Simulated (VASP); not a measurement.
Set up this calculation in VASP 6.6.1, as the native input.

```
Task                   : single point
Functional             : r2SCAN
Potentials or basis    : VASP PAW PBE potentials, release 64 (Zn, S)
Cutoff                 : 520 eV
k mesh                 : 4 × 4 × 4
Occupations            : gaussian, width 0.05 eV
Spin                   : no spin polarisation
Dipole correction      : no
Further INCAR settings : ALGO = Normal; EDIFF = 1e-06; NBANDS = 46
```

The system is ZnS.

```
Zn S
1.0
     5.40930    0.00000    0.00000
     0.00000   -5.40930    0.00000
     0.00000    0.00000   -5.40930
Zn S
4 4
Direct
  0.00021 0.48015 0.53921
  0.54878 0.99320 0.40407
  0.51717 0.51486 0.98927
  0.99184 0.02298 0.96144
  0.68782 0.78363 0.80134
  0.23722 0.23842 0.76326
  0.28954 0.75027 0.27539
  0.72743 0.21650 0.26603
```

This cell differs from its parent crystal: atoms moved at random.

One way to write it, as run:

POSCAR

```
ZnS
1.0
    5.4093000000      0.0000000000      0.0000000000
    0.0000000000     -5.4093000000      0.0000000000
    0.0000000000      0.0000000000     -5.4093000000
Zn S
4 4
Direct
    0.0002121702      0.4801457335      0.5392114475
    0.5487798946     -0.0067969538      0.4040688732
    0.5171745321      0.5148578825     -0.0107320082
   -0.0081633874      0.0229759360     -0.0385623114
    0.6878159632      0.7836337330      0.8013350189
    0.2372179583      0.2384156535      0.7632558168
    0.2895366852      0.7502722005      0.2753884694
    0.7274261837      0.2164958148      0.2660346938
```

INCAR.step1

```
PREC     = Accurate       # precision mode
ENCUT    = 520            # plane-wave cutoff, eV
ISMEAR   = 0              # smearing method
SIGMA    = 0.05           # smearing width, eV
LREAL    = F              # projectors in reciprocal space
LASPH    = T              # aspherical terms in the spheres
NELM     = 80             # most SCF steps
NBANDS   = 46             # bands
GGA      = PE             # functional
ALGO     = Normal         # electronic algorithm
EDIFF    = 1E-4           # SCF threshold, eV
LWAVE    = T              # write WAVECAR
LCHARG   = F              # write CHGCAR
```

INCAR.step2

```
PREC     = Accurate       # precision mode
ENCUT    = 520            # plane-wave cutoff, eV
EDIFF    = 1E-6           # SCF threshold, eV
ISMEAR   = 0              # smearing method
SIGMA    = 0.05           # smearing width, eV
LREAL    = F              # projectors in reciprocal space
LASPH    = T              # aspherical terms in the spheres
NELM     = 80             # most SCF steps
ALGO     = Normal         # electronic algorithm
ISIF     = 2              # what is computed and relaxed
LWAVE    = F              # write WAVECAR
LCHARG   = F              # write CHGCAR
METAGGA  = R2SCAN         # meta-GGA
LMIXTAU  = T            
NBANDS   = 46             # bands
ISTART   = 1
```

KPOINTS

```
regular mesh
0
Gamma
  4 4 4
```

Potentials or basis: VASP PAW PBE potentials, release 64 (Zn, S).

The run is started by

```console
$ cat potpaw_PBE.64/Zn/POTCAR potpaw_PBE.64/S/POTCAR > POTCAR
$ cp INCAR.step1 INCAR
$ mpirun -np 1 vasp_std > vasp.out
$ cp INCAR.step2 INCAR
$ mpirun -np 1 vasp_std > vasp.out
```

It gave:

```json
{"Pressure": "13.3 GPa", "Largest force": "17.060 eV/Å", "Band gap on the k mesh": "2.20 eV"}
```

Caveat: the cell differs from its parent crystal (atoms moved at random); the stress differs along the axes, from 8 to 19 GPa; the PAW data sets were made with another functional, which shifts forces and pressure a little.

It took 20 min on 1 thread of Oxide Virtual Turin-like Processor, with other jobs on the host, peak memory 0.34 GiB.
